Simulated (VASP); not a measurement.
A run of VASP 6.6.1:

The input INCAR:

```
SYSTEM = HPt6
PREC = Accurate ; ENCUT = 520
EDIFF = 1E-6 ; ISMEAR = 0
SIGMA = 0.1 ; LREAL = .FALSE.
LASPH = .TRUE. ; NELM = 80
ALGO = Normal ; ISIF = 2
LWAVE = .FALSE. ; LCHARG = .FALSE.
LDIPOL = .TRUE. ; IDIPOL = 3
DIPOL = 0.5 0.5 0.300 ; GGA = PE
NBANDS = 74
```

Contents of KPOINTS:

```
regular mesh
0
G
  6 6 1
  0 0 0
```

POSCAR

```
HPt6
1.0
    5.6143281343      0.0000000000      0.0000000000
   -2.8071640672      4.8621507895      0.0000000000
    0.0000000000      0.0000000000     22.6192653717
Pt H
12 2
Direct
    0.3333333333      0.1666666667      0.1768404028
    0.3333333333      0.6666666667      0.1768404028
    0.8333333333      0.1666666667      0.1768404028
    0.8333333333      0.6666666667      0.1768404028
    0.1666666667      0.3333333333      0.2789526245
    0.1666666667      0.8333333333      0.2789526245
    0.6666666667      0.3333333333      0.2789526245
    0.6666666667      0.8333333333      0.2789526245
    0.0000000000      0.0000000000      0.3810585901
    0.0000000000      0.5000000000      0.3810585901
    0.5000000000      0.0000000000      0.3810585901
    0.5000000000      0.5000000000      0.3810585901
    0.1350817212      0.2701634424      0.4292475999
    0.3649182788      0.7298365576      0.4292475999
```

Potentials or basis: VASP PAW PBE potentials, release 64 (Pt, H).

Launch:

```bash
$ cat potpaw_PBE.64/Pt/POTCAR potpaw_PBE.64/H/POTCAR > POTCAR
$ mpirun -np 1 vasp_std > vasp.out
```

Hardware: 1 thread of Intel(R) Xeon(R) Platinum 8259CL CPU @ 2.50GHz (Skylake/Cascade Lake), with other jobs on the host.

How long does it take, and how much memory?

Run time: 32 min on 1 thread of Intel(R) Xeon(R) Platinum 8259CL CPU @ 2.50GHz (Skylake/Cascade Lake) (shared host), peak memory 0.89 GiB. Counts: scf iterations 36, k points 13.
